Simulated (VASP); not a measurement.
# CsSnI3 (P4/mmm) in VASP: a series of runs

Runs on CsSnI3. Level: PBEsol. Tasks: single point.

All numbers are computed with VASP 6.6.1; they aren't measurements. Logs are shortened: lines on timing, memory, paths and dates and some standing lists are left out, and cuts for length are marked.

## 1. The cell of the first run

The structure is tetragonal, space group P4/mmm (No. 123). The conventional cell has a = 6.502 Å, b = 6.502 Å, c = 6.065 Å, α = 90.00°, β = 90.00°, γ = 90.00°. Within 5.8 Å of Cs (site symmetry 4/mmm) lie 12 I at 4.45 to 4.60 Å and 8 Sn at 5.51 Å. Within 4.0 Å of Sn (site symmetry 4/mmm) lie 6 I at 3.03 to 3.25 Å. Within 4.6 Å of I (site symmetry mmm) lie 2 Sn at 3.25 Å and 4 Cs at 4.45 Å and 8 I at 4.45 to 4.60 Å. Within 4.0 Å of I (site symmetry 4/mmm) lie 2 Sn at 3.03 Å.

## 2. Single point, PBEsol (biaxial strain in the a-b plane: +6.0 %, then relaxed in part)

The input, INCAR:

```
ALGO     = Normal         # electronic algorithm
EDIFF    = 1E-7           # SCF threshold, eV
ENCUT    = 520            # plane-wave cutoff, eV
GGA      = PS             # functional
ISIF     = 2              # what is computed and relaxed
ISMEAR   = 0              # smearing method
LASPH    = True           # aspherical terms in the spheres
LCHARG   = False          # write CHGCAR
LREAL    = False          # projectors in reciprocal space
LWAVE    = False          # write WAVECAR
NBANDS   = 30             # bands
NELM     = 60             # most SCF steps
PREC     = Accurate       # precision mode
SIGMA    = 0.01           # smearing width, eV
```

The input, KPOINTS:

```
k-points
0
Gamma
  6 6 6
```

The input, POSCAR:

```
CsSnI3
1.0
    6.5021156666      0.0000000000      0.0000000000
    0.0000000000      6.5021156666      0.0000000000
    0.0000000000      0.0000000000      6.0654286244
Cs Sn I
1 1 3
Direct
    0.0000000000      0.0000000000      0.0000000000
    0.5000000000      0.5000000000      0.5000000000
    0.0000000000      0.5000000000      0.5000000000
    0.5000000000      0.0000000000      0.5000000000
    0.5000000000      0.5000000000      0.0000000000
```

Potentials or basis: VASP PAW PBE potentials, release 64 (Cs_sv, Sn_d, I).

Command:

```sh
> cat potpaw_PBE.64/Cs_sv/POTCAR potpaw_PBE.64/Sn_d/POTCAR potpaw_PBE.64/I/POTCAR > POTCAR
> mpirun -np 1 vasp_std > vasp.out
```

OUTCAR:

```text
EDIFF = 1E-7
   ENCUT = 520
   GGA = PS
   ISIF = 2
   ISMEAR = 0
   LASPH = True
   LREAL = False
   NELM = 60
   PREC = Accurate

 ion  position               nearest neighbor table
   1  0.000  0.000  0.000-
   2  0.500  0.500  0.500-   5 3.03   5 3.03   3 3.25   4 3.25   4 3.25   3 3.25
   3  0.000  0.500  0.500-   2 3.25   2 3.25
   4  0.500  0.000  0.500-   2 3.25   2 3.25
   5  0.500  0.500  0.000-   2 3.03   2 3.03

  LATTYP: Found a simple tetragonal cell.
 ALAT       =     6.5021156666
 C/A-ratio  =     0.9328392381

  Lattice vectors:

 A1 = (   6.5021156666,   0.0000000000,   0.0000000000)
 A2 = (   0.0000000000,   6.5021156666,   0.0000000000)
 A3 = (   0.0000000000,   0.0000000000,   6.0654286244)

Analysis of symmetry for initial positions (statically):
=====================================================================
 Subroutine PRICEL returns:
 Original cell was already a primitive cell.

 Routine SETGRP: Setting up the symmetry group for a
 simple tetragonal supercell.

 Subroutine GETGRP returns: Found 16 space group operations
 (whereof 16 operations were pure point group operations)
 out of a pool of 16 trial point group operations.

The static configuration has the point symmetry D_4h.

Analysis of symmetry for dynamics (positions and initial velocities):
=====================================================================
 Subroutine PRICEL returns:
 Original cell was already a primitive cell.

 Routine SETGRP: Setting up the symmetry group for a
 simple tetragonal supercell.

 Subroutine GETGRP returns: Found 16 space group operations
 (whereof 16 operations were pure point group operations)
 out of a pool of 16 trial point group operations.

The dynamic configuration has the point symmetry D_4h.

 Subroutine INISYM returns: Found 16 space group operations
 (whereof 16 operations are pure point group operations),
 and found     1 'primitive' translations

----------------------------------------------------------------------------------------

                                     Primitive cell

  volume of cell :     256.4312

  direct lattice vectors                    reciprocal lattice vectors
     6.502115667  0.000000000  0.000000000     0.153796095  0.000000000  0.000000000
     0.000000000  6.502115667  0.000000000     0.000000000  0.153796095  0.000000000
     0.000000000  0.000000000  6.065428624     0.000000000  0.000000000  0.164868810

  length of vectors
     6.502115667  6.502115667  6.065428624     0.153796095  0.153796095  0.164868810

  position of ions in fractional coordinates (direct lattice)
     0.000000000  0.000000000  0.000000000
     0.500000000  0.500000000  0.500000000
     0.000000000  0.500000000  0.500000000
     0.500000000  0.000000000  0.500000000
     0.500000000  0.500000000  0.000000000

  ion indices of the primitive-cell ions
   primitive index   ion index
                 1           1
                 2           2
                 3           3
                 4           4
                 5           5

----------------------------------------------------------------------------------------

 KPOINTS: k-points

Automatic generation of k-mesh.
 Grid dimensions read from file:
 generate k-points for:    6    6    6

 Generating k-lattice:

  Cartesian coordinates                     Fractional coordinates (reciprocal lattice)
     0.025632683  0.000000000  0.000000000     0.166666667  0.000000000  0.000000000
     0.000000000  0.025632683  0.000000000     0.000000000  0.166666667  0.000000000
     0.000000000  0.000000000  0.027478135     0.000000000  0.000000000  0.166666667

  Length of vectors
     0.025632683  0.025632683  0.027478135

  Shift w.r.t. Gamma in fractional coordinates (k-lattice)
     0.000000000  0.000000000  0.000000000

 Subroutine IBZKPT returns following result:
 ===========================================

 Found     40 irreducible k-points:

 Following reciprocal coordinates:
            Coordinates               Weight
  0.000000  0.000000  0.000000      1.000000
  0.166667  0.000000  0.000000      4.000000
  0.333333  0.000000  0.000000      4.000000
  0.500000  0.000000  0.000000      2.000000
  0.166667  0.166667  0.000000      4.000000
  0.333333  0.166667  0.000000      8.000000
[... 16 lines left out ...]
  0.333333  0.000000  0.333333      8.000000
  0.500000  0.000000  0.333333      4.000000
 [... further k-points ...]
   k-points           NKPTS =     40   k-points in BZ     NKDIM =     40   number of bands    NBANDS=     30
   number of dos      NEDOS =    301   number of ions     NIONS =      5
   total plane-waves  NPLWV = 110592
   dimension x,y,z NGX =    48 NGY =   48 NGZ =   48
   dimension x,y,z NGXF=    96 NGYF=   96 NGZF=   96
   ions per type =               1   1   3
   NGX,Y,Z   is equivalent  to a cutoff of  12.27, 12.27, 13.16 a.u.
   NGXF,Y,Z  is equivalent  to a cutoff of  24.55, 24.55, 26.31 a.u.
 SYSTEM =  unknown system
   PREC   = accura    normal or accurate (medium, high low for compatibility)
   ISTART =      0    job   : 0-new  1-cont  2-samecut
   ICHARG =      2    charge: 1-file 2-atom 10-const
   ISPIN  =      1    spin polarized calculation?
   LNONCOLLINEAR =      F non collinear calculations
   LSORBIT =      F    spin-orbit coupling
   LASPH  =      T    aspherical Exc in radial PAW
   ENCUT  =  520.0 eV  38.22 Ry    6.18 a.u.  12.09 12.09 11.28*2*pi/ulx,y,z
   NELM   =     60;   NELMIN=  2; NELMDL= -5     # of ELM steps
   EDIFF  = 0.1E-06   stopping-criterion for ELM
   LREAL  =      F    real-space projection
   EDIFFG = 0.1E-05   stopping-criterion for IOM
   NSW    =      0    number of steps for IOM
   IBRION =     -1    ionic relax: 0-MD 1-quasi-New 2-CG
   NFREE  =      0    steps in history (QN), initial steepest desc. (CG)
   ISIF   =      2    stress and relaxation
   ISYM   =      2    0-nonsym 1-usesym 2-fastsym
   POTIM  = 0.5000    time-step for ionic-motion
   TEBEG  =    0.0;   TEEND  =   0.0 temperature during run
   PSTRESS=    0.0 pullay stress
   NELECT =      44.0000    total number of electrons
   NUPDOWN=      -1.0000    fix difference up-down
   EMIN   =  10.00;   EMAX   =-10.00  energy-range for DOS
   EFERMI =   0.00;   METHOD = LEGACY
   ISMEAR =     0;   SIGMA  =   0.01  broadening in eV -4-tet -1-fermi 0-gaus
   EFERMI_NEDOS =   21; number of points for ismear=-14 and -15
   IALGO  =     38    algorithm
   IMIX   =      4    mixing-type and parameters
     AMIX     =   0.40;   BMIX     =  1.00
     AMIX_MAG =   1.60;   BMIX_MAG =  1.00
  volume/ion in A,a.u.               =      51.29       346.10
  Fermi-wavevector in a.u.,A,eV,Ry     =   0.909708  1.719099 11.259759  0.827569
  Thomas-Fermi vector in A             =   2.033785
   LORBIT       =      0    0 simple, 1 ext, 2 COOP (PROOUT), +10 PAW based schemes
   GGA     = PS    functional components
   LHFCALC =     F    Hartree Fock is set to
   AEXX    =    0.0000 exact exchange contribution
   IVDW    =     0    specifies the selected vdW correction
   LEPSILON=     F    determine dielectric tensor
   LRPA    =     F    only Hartree local field effects (RPA)
 non-spin polarized calculation
 Gauss-broadening in eV      SIGMA  =   0.01
  energy-cutoff  :      520.00
  volume of cell :      256.43
 maximum number of plane-waves:      6931
   NGX = 25   NGY = 25   NGZ = 23

 number of electron      44.0000013 magnetization

 Free energy of the ion-electron system (eV)
  ---------------------------------------------------
  ext. energy  EPLUGINS =         0.00000000
  ---------------------------------------------------
  free energy    TOTEN  =       -14.88236802 eV

  energy without entropy =      -14.88236802  energy(sigma->0) =      -14.88236802

 E-fermi :   2.0497     XC(G=0):  -7.3910

 val. band max:        1.9973516944   @ k =   0.5000   0.5000   0.5000
 cond. band min:       2.3480830131   @ k =   0.5000   0.5000   0.5000
 fundamental gap:      0.3507313187
 Fermi energy:         2.0496861121

 k-point     1 :       0.0000    0.0000    0.0000
  band No.  band energies     occupation
      1     -20.0573      2.00000
      2     -19.8511      2.00000
      3     -19.8461      2.00000
      4     -19.8439      2.00000
      5     -19.8278      2.00000
      6     -19.8278      2.00000
[... 22 lines left out ...]
     29       6.0887      0.00000
     30       6.0887      0.00000

 k-point     2 :       0.1667    0.0000    0.0000
  band No.  band energies     occupation
      1     -20.0572      2.00000
      2     -19.8510      2.00000
      3     -19.8461      2.00000
      4     -19.8439      2.00000
      5     -19.8278      2.00000
      6     -19.8278      2.00000
[... 22 lines left out ...]
     29       6.0558      0.00000
     30       6.1270      0.00000

 k-point     3 :       0.3333    0.0000    0.0000
  band No.  band energies     occupation
      1     -20.0571      2.00000
      2     -19.8508      2.00000
      3     -19.8460      2.00000
      4     -19.8439      2.00000
      5     -19.8279      2.00000
      6     -19.8278      2.00000
[... 22 lines left out ...]
     29       6.5671      0.00000
     30       6.6263      0.00000

 k-point     4 :       0.5000    0.0000    0.0000
  band No.  band energies     occupation
      1     -20.0571      2.00000
      2     -19.8506      2.00000
      3     -19.8459      2.00000
      4     -19.8439      2.00000
      5     -19.8279      2.00000
      6     -19.8278      2.00000
[... 22 lines left out ...]
     29       6.6120      0.00000
     30       7.0162      0.00000

 k-point     5 :       0.1667    0.1667    0.0000
  band No.  band energies     occupation
      1     -20.0572      2.00000
      2     -19.8509      2.00000
      3     -19.8460      2.00000
      4     -19.8439      2.00000
      5     -19.8278      2.00000
      6     -19.8278      2.00000
[... 22 lines left out ...]
     29       6.1528      0.00000
     30       6.1911      0.00000
[... 526 lines left out ...]
     29       6.3546      0.00000
     30       6.8729      0.00000

 k-point    22 :       0.1667    0.0000    0.3333
  band No.  band energies     occupation
      1     -20.0568      2.00000
      2     -19.8510      2.00000
      3     -19.8444      2.00000
      4     -19.8439      2.00000
      5     -19.8280      2.00000
      6     -19.8280      2.00000
[... 22 lines left out ...]
     29       6.3627      0.00000
     30       6.8563      0.00000

 k-point    23 :       0.3333    0.0000    0.3333
  band No.  band energies     occupation
      1     -20.0568      2.00000
      2     -19.8508      2.00000
      3     -19.8443      2.00000
      4     -19.8439      2.00000
      5     -19.8280      2.00000
      6     -19.8280      2.00000
[... 22 lines left out ...]
     29       6.7340      0.00000
     30       6.9052      0.00000

 k-point    24 :       0.5000    0.0000    0.3333
  band No.  band energies     occupation
      1     -20.0567      2.00000
      2     -19.8506      2.00000
      3     -19.8442      2.00000
      4     -19.8439      2.00000
      5     -19.8281      2.00000
      6     -19.8280      2.00000
[... 22 lines left out ...]
     29       6.9472      0.00000
     30       7.0157      0.00000

 [... further k-points ...]

------------------------ aborting loop because EDIFF is reached ----------------------------------------

  FORCE on cell =-STRESS in cart. coord.  units (eV):
  Direction    XX          YY          ZZ          XY          YZ          ZX
  --------------------------------------------------------------------------------------
  -------------------------------------------------------------------------------------
  Total       -3.1667222     -3.1667222      0.0128553      0.0000000     -0.0000000      0.0000000
  in kB      -19.7856204    -19.7856204      0.0803197      0.0000000     -0.0000000      0.0000000
  external PRESSURE =     -13.1636404 kB  Pullay stress =       0.0000000 kB

 VOLUME and BASIS-vectors are now :
 -----------------------------------------------------------------------------
  energy-cutoff  :      520.00
  volume of cell :      256.43
      direct lattice vectors                 reciprocal lattice vectors
     6.502115667  0.000000000  0.000000000     0.153796095  0.000000000  0.000000000
     0.000000000  6.502115667  0.000000000     0.000000000  0.153796095  0.000000000
     0.000000000  0.000000000  6.065428624     0.000000000  0.000000000  0.164868810

 POSITION                                       TOTAL-FORCE (eV/Angst)
 -----------------------------------------------------------------------------------
      0.00000      0.00000      0.00000         0.000000      0.000000      0.000000
      3.25106      3.25106      3.03271         0.000000      0.000000      0.000000
      0.00000      3.25106      3.03271         0.000000      0.000000      0.000000
      3.25106      0.00000      3.03271         0.000000      0.000000      0.000000
      3.25106      3.25106      0.00000         0.000000      0.000000      0.000000
 -----------------------------------------------------------------------------------
    total drift:                                0.000000     -0.000000     -0.000000

  FREE ENERGIE OF THE ION-ELECTRON SYSTEM (eV)
  ---------------------------------------------------
  free  energy   TOTEN  =       -14.8823680190 eV

  energy  without entropy=      -14.8823680190  energy(sigma->0) =      -14.88236802
```

It took 3.7 min on 1 thread of Intel Xeon Platinum 8259CL at 2.50GHz (Skylake/Cascade Lake), shared host; peak memory 0.53 GiB.

Results:

```
Free energy            : -14.8824 eV
Pressure               : -1.3 GPa
Band gap on the k mesh : 0.35 eV
```

Stress tensor (GPa, compression positive):
```
-1.98  0.00  0.00
 0.00 -1.98  0.00
 0.00  0.00  0.01
```

Caveat: the cell differs from its parent crystal (biaxial strain in the a-b plane: +6.0 %, then relaxed in part); the PAW data sets were made with another functional, which shifts forces and pressure a little; spin-orbit coupling is left out, which moves the levels of the heavy elements.

## 3. Single point, PBEsol

The input, INCAR:

```
SYSTEM = CsSnI3
ALGO = Normal
EDIFF = 1E-7
ENCUT = 520
GGA = PS
ISIF = 2
ISMEAR = 0
LASPH = .TRUE.
LCHARG = .TRUE.
LELF = .TRUE.
LREAL = .FALSE.
LVHAR = .TRUE.
LWAVE = .FALSE.
NBANDS = 30
NELM = 60
PREC = Accurate
SIGMA = 0.01
```

The input, KPOINTS:

```
k-points
0
G
  6 6 6
  0 0 0
```

POSCAR is that of step 2.

Potentials or basis: VASP PAW PBE potentials, release 64 (Cs_sv, Sn_d, I).

Command:

```sh
> cat potpaw_PBE.64/Cs_sv/POTCAR potpaw_PBE.64/Sn_d/POTCAR potpaw_PBE.64/I/POTCAR > POTCAR
> mpirun -np 1 vasp_std > vasp.out
```

It took 4.8 min on 1 thread of Intel Xeon Platinum 8259CL at 2.50GHz (Skylake/Cascade Lake), shared host; peak memory 0.53 GiB.

The run converged. Its results:

| Quantity | Value |
| --- | --- |
| Free energy | -14.8824 eV |
| Pressure | -1.3 GPa |
| Band gap on the k mesh | 0.35 eV |

Stress tensor (GPa, compression positive):
```
-1.98  0.00  0.00
 0.00 -1.98  0.00
 0.00  0.00  0.01
```

Levels at points of the mesh, in eV from the valence-band top:
```
           k point  band 19  band 20  band 21  band 22  band 23  band 24  band 25  band 26
(0.00, 0.00, 0.00)    -1.90    -1.84    -1.81    -1.81     2.33     3.37     3.50     3.63
(0.50, 0.00, 0.00)    -2.09    -1.92    -1.90    -1.53     1.21     3.69     3.85     4.04
(0.50, 0.50, 0.00)    -2.14    -2.14    -1.51    -0.98     0.96     0.96     4.38     4.55
(0.00, 0.00, 0.50)    -2.10    -1.94    -1.94    -1.08     1.32     3.71     3.71     3.99
(0.50, 0.00, 0.50)    -2.21    -2.19    -1.42    -0.54     0.72     1.09     3.48     4.33
(0.50, 0.50, 0.50)    -1.49    -1.41    -1.41     0.00     0.35     0.35     0.77     3.22
```

Caveat: the PAW data sets were made with another functional, which shifts forces and pressure a little; spin-orbit coupling is left out, which moves the levels of the heavy elements.
